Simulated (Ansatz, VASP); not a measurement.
# Two plane-wave programs on Al3GaAs4

INCAR

```
SYSTEM = Al3GaAs4
PREC     = Accurate       ! precision mode
ENCUT    = 520            ! plane-wave cutoff, eV
EDIFF    = 1E-7           ! SCF threshold, eV
ISMEAR   = -1             ! smearing method
SIGMA    = 0.02           ! smearing width, eV
LREAL    = .FALSE.        ! projectors in reciprocal space
LASPH    = .TRUE.         ! aspherical terms in the spheres
NELM     = 80             ! most SCF steps
ALGO     = Normal         ! electronic algorithm
ISIF     = 2              ! what is computed and relaxed
LWAVE    = .FALSE.        ! write WAVECAR
LCHARG   = .FALSE.        ! write CHGCAR
GGA      = PE             ! functional
NBANDS   = 31             ! bands
```

Contents of KPOINTS:

```
Automatic mesh
0
G
  6 6 4
  0 0 0
```

Contents of POSCAR:

```
Al3GaAs4
1.0
    6.6548864642     -2.0081676573     -0.0020383609
    6.6548864642      2.0081676573     -0.0020383609
   -1.2120759796      0.0000000000      6.8416559876
Al Ga As
3 1 4
Direct
    0.0002360241      0.0002360241      0.0002358555
    0.5002303334      0.5002303334      0.4998072213
    0.2496328690      0.2496328690      0.7503465703
    0.7500006113      0.7500006113      0.2498914746
    0.5623842110      0.5623842110      0.1872654341
    0.0622167530      0.0622167530      0.6873541220
    0.8126054063      0.8126054063      0.9371196370
    0.3126937918      0.3126937918      0.4379796852
```

Input for Ansatz:

```yaml
crystal:
  lattice:
    - [6.6548864642, -2.0081676573, -0.0020383609]
    - [6.6548864642, 2.0081676573, -0.0020383609]
    - [-1.2120759796, 0.0, 6.8416559876]
  atoms:
    - { symbol: Al, position: [0.0002360241, 0.0002360241, 0.0002358555] }
    - { symbol: Al, position: [0.5002303334, 0.5002303334, 0.4998072213] }
    - { symbol: Al, position: [0.249632869, 0.249632869, 0.7503465703] }
    - { symbol: Ga, position: [0.7500006113, 0.7500006113, 0.2498914746] }
    - { symbol: As, position: [0.562384211, 0.562384211, 0.1872654341] }
    - { symbol: As, position: [0.062216753, 0.062216753, 0.687354122] }
    - { symbol: As, position: [0.8126054063, 0.8126054063, 0.937119637] }
    - { symbol: As, position: [0.3126937918, 0.3126937918, 0.4379796852] }
kpoints:
  mp_grid: { grid: [6, 6, 4] }
  band_path:
    path:
      - [[0.0, 0.0, 0.0], [-0.2734815655291, 0.2734815655291, 3.549891178398e-18]]
      - [[-0.7265184344709, -0.2734815655291, -3.316702428584e-17], [-0.5, -0.5, -3.572548016874e-17], [0.0, 0.0, 0.0], [-0.5, -0.5, 0.5], [-0.7343786419402, -0.2656213580598, 0.5]]
      - [[-0.2656213580598, 0.2656213580598, 0.5], [2.691812484064e-22, 1.016902420533e-20, 0.5], [0.0, 0.0, 0.0]]
      - [[-0.5, 6.746906815689e-17, 0.5], [0.0, 0.0, 0.0], [-0.5, 7.365600959518e-17, -2.413915831664e-17]]
    npoints: 10
hamiltonian:
  xc: pbe
scf:
  occupations: { method: fermi_dirac, width: 0.02 }
  n_extra_bands: 6
output:
  forces: true
  stress: true
  eigenvalues: true
```

Alike in both runs: task single point; functional PBE; k mesh 6 × 6 × 4; occupations fermi-dirac, width 0.02 eV; no spin polarisation.

|  | VASP | Ansatz |
| --- | --- | --- |
| version | VASP 6.6.1 | Ansatz 0.2.0 |
| potentials or method | VASP PAW PBE potentials, release 64 (Al, Ga_d, As) | plane waves, PAW |
| plane-wave cutoff (eV) | 520 | 420 |
| valence electrons in the cell | 42 | 82 |

|  | VASP | Ansatz | Ansatz less VASP |
| --- | --- | --- | --- |
| gap on the k mesh at the Fermi level (eV) | 1.39 | 1.39 | -0.001 |
| pressure (GPa) | 2.3 | 2.1 | -0.18 |
| rms of the force components (eV/Å) | 0.020 | 0.019 | -0.0011 |

Atom by atom the forces differ by 0.001 eV/Å (rms over components). With one functional, cell and mesh, what is left measures potentials, basis and numerics. VASP's potentials hold 42 valence electrons a cell and Ansatz's 82, so a difference there can come from the potentials and not from the codes.
